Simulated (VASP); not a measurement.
# K (P6_3/mmc) in VASP: single point with PBE

Aim: the single point of K with PBE.

All numbers are computed with VASP 6.6.1; they aren't measurements. Logs are shortened: lines on timing, memory, paths and dates and some standing lists are left out, and cuts for length are marked.

## (1) The cell of the first run

The structure is hexagonal, space group P6_3/mmc (No. 194). Conventional cell: a = 4.591 Å, b = 4.591 Å, c = 7.491 Å, α = 90.00°, β = 90.00°, γ = 120.00°.

## (2) Single point, PBE

Contents of INCAR:

```
SYSTEM = K
PREC = Accurate
ENCUT = 520
EDIFF = 1E-6
ISMEAR = -1
SIGMA = 0.05
LREAL = .False.
LASPH = .True.
NELM = 60
ALGO = Normal
ISIF = 2
LWAVE = .False.
LCHARG = .False.
GGA = PE
NBANDS = 16
```

Contents of KPOINTS:

```
regular mesh
0
Gamma
  10 10 5
  0 0 0
```

Contents of POSCAR:

```
K
1.0
    4.5913297264      0.0000000000      0.0000000000
   -2.2956648632      3.9762081802      0.0000000000
    0.0000000000      0.0000000000      7.4906127846
K
2
Direct
    0.3333333333      0.6666666667      0.2500000000
    0.6666666667      0.3333333333      0.7500000000
```

Potentials or basis: VASP PAW PBE potentials, release 64 (K_sv).

Started as:

```
$ cat potpaw_PBE.64/K_sv/POTCAR > POTCAR
$ mpirun -np 1 vasp_std > vasp.out
```

OUTCAR:

```text
SYSTEM = K
   PREC = Accurate
   ENCUT = 520
   EDIFF = 1E-6
   ISMEAR = -1
   LREAL = .False.
   LASPH = .True.
   NELM = 60
   ISIF = 2
   GGA = PE

 ion  position               nearest neighbor table
   1  0.333  0.667  0.250-
   2  0.667  0.333  0.750-

  LATTYP: Found a hexagonal cell.
 ALAT       =     4.5913297264
 C/A-ratio  =     1.6314691453

  Lattice vectors:

 A1 = (   4.5913297264,   0.0000000000,   0.0000000000)
 A2 = (  -2.2956648632,   3.9762081802,   0.0000000000)
 A3 = (   0.0000000000,   0.0000000000,   7.4906127846)

Analysis of symmetry for initial positions (statically):
=====================================================================
 Subroutine PRICEL returns:
 Original cell was already a primitive cell.

 Routine SETGRP: Setting up the symmetry group for a
 hexagonal supercell.

 Subroutine GETGRP returns: Found 24 space group operations
 (whereof 12 operations were pure point group operations)
 out of a pool of 24 trial point group operations.

The static configuration has the point symmetry D_3d.
 The point group associated with its full space group is D_6h.

Analysis of symmetry for dynamics (positions and initial velocities):
=====================================================================
 Subroutine PRICEL returns:
 Original cell was already a primitive cell.

 Routine SETGRP: Setting up the symmetry group for a
 hexagonal supercell.

 Subroutine GETGRP returns: Found 24 space group operations
 (whereof 12 operations were pure point group operations)
 out of a pool of 24 trial point group operations.

The dynamic configuration has the point symmetry D_3d.
 The point group associated with its full space group is D_6h.

 Subroutine INISYM returns: Found 24 space group operations
 (whereof 12 operations are pure point group operations),
 and found     1 'primitive' translations

----------------------------------------------------------------------------------------

                                     Primitive cell

  volume of cell :     136.7492

  direct lattice vectors                    reciprocal lattice vectors
     4.591329726  0.000000000  0.000000000     0.217801826  0.125747943  0.000000000
    -2.295664863  3.976208180  0.000000000     0.000000000  0.251495886  0.000000000
     0.000000000  0.000000000  7.490612785     0.000000000  0.000000000  0.133500426

  length of vectors
     4.591329726  4.591329726  7.490612785     0.251495886  0.251495886  0.133500426

  position of ions in fractional coordinates (direct lattice)
     0.333333333  0.666666667  0.250000000
     0.666666667  0.333333333  0.750000000

  ion indices of the primitive-cell ions
   primitive index   ion index
                 1           1
                 2           2

----------------------------------------------------------------------------------------

 KPOINTS: regular mesh

Automatic generation of k-mesh.
 Grid dimensions read from file:
 generate k-points for:   10   10    5

 Generating k-lattice:

  Cartesian coordinates                     Fractional coordinates (reciprocal lattice)
     0.021780183  0.012574794  0.000000000     0.100000000  0.000000000  0.000000000
     0.000000000  0.025149589  0.000000000     0.000000000  0.100000000  0.000000000
     0.000000000  0.000000000  0.026700085     0.000000000  0.000000000  0.200000000

  Length of vectors
     0.025149589  0.025149589  0.026700085

  Shift w.r.t. Gamma in fractional coordinates (k-lattice)
     0.000000000  0.000000000  0.000000000

 Subroutine IBZKPT returns following result:
 ===========================================

 Found     42 irreducible k-points:

 Following reciprocal coordinates:
            Coordinates               Weight
  0.000000  0.000000  0.000000      1.000000
  0.100000 -0.000000  0.000000      6.000000
  0.200000 -0.000000  0.000000      6.000000
  0.300000 -0.000000  0.000000      6.000000
  0.400000  0.000000  0.000000      6.000000
  0.500000  0.000000  0.000000      3.000000
[... 16 lines left out ...]
  0.300000  0.100000  0.200000     24.000000
  0.400000  0.100000  0.200000     24.000000
 [... further k-points ...]
   k-points           NKPTS =     42   k-points in BZ     NKDIM =     42   number of bands    NBANDS=     16
   number of dos      NEDOS =    301   number of ions     NIONS =      2
   total plane-waves  NPLWV =  72576
   dimension x,y,z NGX =    36 NGY =   36 NGZ =   56
   dimension x,y,z NGXF=    72 NGYF=   72 NGZF=  112
   ions per type =               2
   NGX,Y,Z   is equivalent  to a cutoff of  13.04, 13.04, 12.43 a.u.
   NGXF,Y,Z  is equivalent  to a cutoff of  26.07, 26.07, 24.86 a.u.
 SYSTEM =  K
   PREC   = accura    normal or accurate (medium, high low for compatibility)
   ISTART =      0    job   : 0-new  1-cont  2-samecut
   ICHARG =      2    charge: 1-file 2-atom 10-const
   ISPIN  =      1    spin polarized calculation?
   LNONCOLLINEAR =      F non collinear calculations
   LSORBIT =      F    spin-orbit coupling
   LASPH  =      T    aspherical Exc in radial PAW
   ENCUT  =  520.0 eV  38.22 Ry    6.18 a.u.   8.54  8.54 13.93*2*pi/ulx,y,z
   NELM   =     60;   NELMIN=  2; NELMDL= -5     # of ELM steps
   EDIFF  = 0.1E-05   stopping-criterion for ELM
   LREAL  =      F    real-space projection
   EDIFFG = 0.1E-04   stopping-criterion for IOM
   NSW    =      0    number of steps for IOM
   IBRION =     -1    ionic relax: 0-MD 1-quasi-New 2-CG
   NFREE  =      0    steps in history (QN), initial steepest desc. (CG)
   ISIF   =      2    stress and relaxation
   ISYM   =      2    0-nonsym 1-usesym 2-fastsym
   POTIM  = 0.5000    time-step for ionic-motion
   TEBEG  =    0.0;   TEEND  =   0.0 temperature during run
   PSTRESS=    0.0 pullay stress
   NELECT =      18.0000    total number of electrons
   NUPDOWN=      -1.0000    fix difference up-down
   EMIN   =  10.00;   EMAX   =-10.00  energy-range for DOS
   EFERMI =   0.00;   METHOD = LEGACY
   ISMEAR =    -1;   SIGMA  =   0.05  broadening in eV -4-tet -1-fermi 0-gaus
   EFERMI_NEDOS =   21; number of points for ismear=-14 and -15
   IALGO  =     38    algorithm
   IMIX   =      4    mixing-type and parameters
     AMIX     =   0.40;   BMIX     =  1.00
     AMIX_MAG =   1.60;   BMIX_MAG =  1.00
  volume/ion in A,a.u.               =      68.37       461.41
  Fermi-wavevector in a.u.,A,eV,Ry     =   0.832768  1.573703  9.435674  0.693503
  Thomas-Fermi vector in A             =   1.945879
   LORBIT       =      0    0 simple, 1 ext, 2 COOP (PROOUT), +10 PAW based schemes
   GGA     = PE    functional components
   LHFCALC =     F    Hartree Fock is set to
   AEXX    =    0.0000 exact exchange contribution
   IVDW    =     0    specifies the selected vdW correction
   LEPSILON=     F    determine dielectric tensor
   LRPA    =     F    only Hartree local field effects (RPA)
 non-spin polarized calculation
  energy-cutoff  :      520.00
  volume of cell :      136.75
 maximum number of plane-waves:      3717
 NGX is ok and might be reduce to    36
   NGX = 17   NGY = 17   NGZ = 27

 number of electron      18.0000000 magnetization

 Free energy of the ion-electron system (eV)
  ---------------------------------------------------
  ext. energy  EPLUGINS =         0.00000000
  ---------------------------------------------------
  free energy    TOTEN  =        -2.09019889 eV

  energy without entropy =       -2.07683381  energy(sigma->0) =       -2.08351635

 E-fermi :   0.0404     XC(G=0):  -5.8294

 val. band max:       -0.0054017059   @ k =   0.2000   0.2000   0.4000
 cond. band min:       0.0771540723   @ k =   0.3000   0.1000   0.4000
 fundamental gap:      0.0825557782
 Fermi energy:         0.0404024855

 k-point     1 :       0.0000    0.0000    0.0000
  band No.  band energies     occupation
      1     -32.0385      2.00000
      2     -32.0332      2.00000
      3     -15.5696      2.00000
      4     -15.4953      2.00000
      5     -15.4953      2.00000
      6     -15.4835      2.00000
[... 8 lines left out ...]
     15       4.6127      0.00000
     16       4.6127      0.00000

 k-point     2 :       0.1000   -0.0000    0.0000
  band No.  band energies     occupation
      1     -32.0380      2.00000
      2     -32.0329      2.00000
      3     -15.5668      2.00000
      4     -15.5015      2.00000
      5     -15.4973      2.00000
      6     -15.4899      2.00000
[... 8 lines left out ...]
     15       4.5180      0.00000
     16       4.7258      0.00000

 k-point     3 :       0.2000   -0.0000    0.0000
  band No.  band energies     occupation
      1     -32.0368      2.00000
      2     -32.0324      2.00000
      3     -15.5591      2.00000
      4     -15.5178      2.00000
      5     -15.5064      2.00000
      6     -15.5023      2.00000
[... 8 lines left out ...]
     15       4.4429      0.00000
     16       4.6283      0.00000

 k-point     4 :       0.3000   -0.0000    0.0000
  band No.  band energies     occupation
      1     -32.0352      2.00000
      2     -32.0318      2.00000
      3     -15.5482      2.00000
      4     -15.5383      2.00000
      5     -15.5263      2.00000
      6     -15.5083      2.00000
[... 8 lines left out ...]
     15       4.3494      0.00000
     16       4.7335      0.00000

 k-point     5 :       0.4000    0.0000    0.0000
  band No.  band energies     occupation
      1     -32.0338      2.00000
      2     -32.0315      2.00000
      3     -15.5550      2.00000
      4     -15.5419      2.00000
      5     -15.5370      2.00000
      6     -15.5130      2.00000
[... 8 lines left out ...]
     15       4.1657      0.00000
     16       5.0591      0.00000

 k-point     6 :       0.5000    0.0000    0.0000
  band No.  band energies     occupation
      1     -32.0332      2.00000
      2     -32.0314      2.00000
      3     -15.5614      2.00000
      4     -15.5479      2.00000
      5     -15.5313      2.00000
      6     -15.5148      2.00000
[... 8 lines left out ...]
     15       4.1021      0.00000
     16       5.2317      0.00000

 k-point     7 :       0.1000    0.1000    0.0000
  band No.  band energies     occupation
      1     -32.0372      2.00000
      2     -32.0326      2.00000
      3     -15.5616      2.00000
      4     -15.5114      2.00000
      5     -15.5054      2.00000
      6     -15.4971      2.00000
[... 8 lines left out ...]
     15       4.4953      0.00000
     16       4.6170      0.00000

 k-point     8 :       0.2000    0.1000    0.0000
  band No.  band energies     occupation
      1     -32.0358      2.00000
      2     -32.0320      2.00000
      3     -15.5522      2.00000
      4     -15.5283      2.00000
      5     -15.5212      2.00000
      6     -15.5051      2.00000
[... 8 lines left out ...]
     15       4.2458      0.00000
     16       4.6797      0.00000

 k-point     9 :       0.3000    0.1000    0.0000
  band No.  band energies     occupation
      1     -32.0343      2.00000
      2     -32.0316      2.00000
      3     -15.5465      2.00000
      4     -15.5409      2.00000
      5     -15.5358      2.00000
      6     -15.5130      2.00000
[... 8 lines left out ...]
     15       3.9999      0.00000
     16       4.7347      0.00000
[... 172 lines left out ...]
 k-point    19 :       0.4000    0.0000    0.2000
  band No.  band energies     occupation
      1     -32.0336      2.00000
      2     -32.0317      2.00000
      3     -15.5600      2.00000
      4     -15.5475      2.00000
      5     -15.5267      2.00000
      6     -15.5112      2.00000
[... 8 lines left out ...]
     15       4.2236      0.00000
     16       4.9260      0.00000

 k-point    20 :       0.5000    0.0000    0.2000
  band No.  band energies     occupation
      1     -32.0330      2.00000
      2     -32.0316      2.00000
      3     -15.5652      2.00000
      4     -15.5532      2.00000
      5     -15.5234      2.00000
      6     -15.5130      2.00000
[... 8 lines left out ...]
     15       4.1695      0.00000
     16       5.0304      0.00000

 k-point    21 :       0.1000    0.1000    0.2000
  band No.  band energies     occupation
      1     -32.0368      2.00000
      2     -32.0330      2.00000
      3     -15.5557      2.00000
      4     -15.5092      2.00000
      5     -15.5078      2.00000
      6     -15.4990      2.00000
[... 8 lines left out ...]
     15       4.3085      0.00000
     16       4.6181      0.00000

 k-point    22 :       0.2000    0.1000    0.2000
  band No.  band energies     occupation
      1     -32.0354      2.00000
      2     -32.0324      2.00000
      3     -15.5508      2.00000
      4     -15.5261      2.00000
      5     -15.5215      2.00000
      6     -15.5055      2.00000
[... 8 lines left out ...]
     15       4.1392      0.00000
     16       4.7056      0.00000

 k-point    23 :       0.3000    0.1000    0.2000
  band No.  band energies     occupation
      1     -32.0340      2.00000
      2     -32.0318      2.00000
      3     -15.5536      2.00000
      4     -15.5416      2.00000
      5     -15.5274      2.00000
      6     -15.5120      2.00000
[... 8 lines left out ...]
     15       3.9296      0.00000
     16       4.7556      0.00000

 k-point    24 :       0.4000    0.1000    0.2000
  band No.  band energies     occupation
      1     -32.0330      2.00000
      2     -32.0316      2.00000
      3     -15.5618      2.00000
      4     -15.5502      2.00000
      5     -15.5248      2.00000
      6     -15.5146      2.00000
[... 8 lines left out ...]
     15       3.8504      0.00000
     16       4.7267      0.00000

 [... further k-points ...]

------------------------ aborting loop because EDIFF is reached ----------------------------------------

  FORCE on cell =-STRESS in cart. coord.  units (eV):
  Direction    XX          YY          ZZ          XY          YZ          ZX
  --------------------------------------------------------------------------------------
  -------------------------------------------------------------------------------------
  Total        0.2696893      0.2696893      0.2695877      0.0000000      0.0000000      0.0000000
  in kB        3.1597253      3.1597253      3.1585346      0.0000000      0.0000000      0.0000000
  external PRESSURE =       3.1593284 kB  Pullay stress =       0.0000000 kB

 VOLUME and BASIS-vectors are now :
 -----------------------------------------------------------------------------
  energy-cutoff  :      520.00
  volume of cell :      136.75
      direct lattice vectors                 reciprocal lattice vectors
     4.591329726  0.000000000  0.000000000     0.217801826  0.125747943  0.000000000
    -2.295664863  3.976208180  0.000000000     0.000000000  0.251495886  0.000000000
     0.000000000  0.000000000  7.490612785     0.000000000  0.000000000  0.133500426

 POSITION                                       TOTAL-FORCE (eV/Angst)
 -----------------------------------------------------------------------------------
     -0.00000      2.65081      1.87265        -0.000000      0.000000      0.000000
      2.29566      1.32540      5.61796         0.000000     -0.000000     -0.000000
 -----------------------------------------------------------------------------------
    total drift:                               -0.000000      0.000000     -0.000000

  FREE ENERGIE OF THE ION-ELECTRON SYSTEM (eV)
  ---------------------------------------------------
  free  energy   TOTEN  =        -2.0901988949 eV

  energy  without entropy=       -2.0768338075  energy(sigma->0) =       -2.08351635
```

Wall time 59 s (1 thread of Intel Xeon Platinum 8259CL at 2.50GHz (Skylake/Cascade Lake), shared host); peak memory 0.27 GiB.

What came out:

* Free energy: -2.0902 eV
* Pressure: 0.3 GPa
* Band gap on the k mesh: zero (band 9 reaches 0.81 eV, above the bottom of band 10 at -1.14 eV)
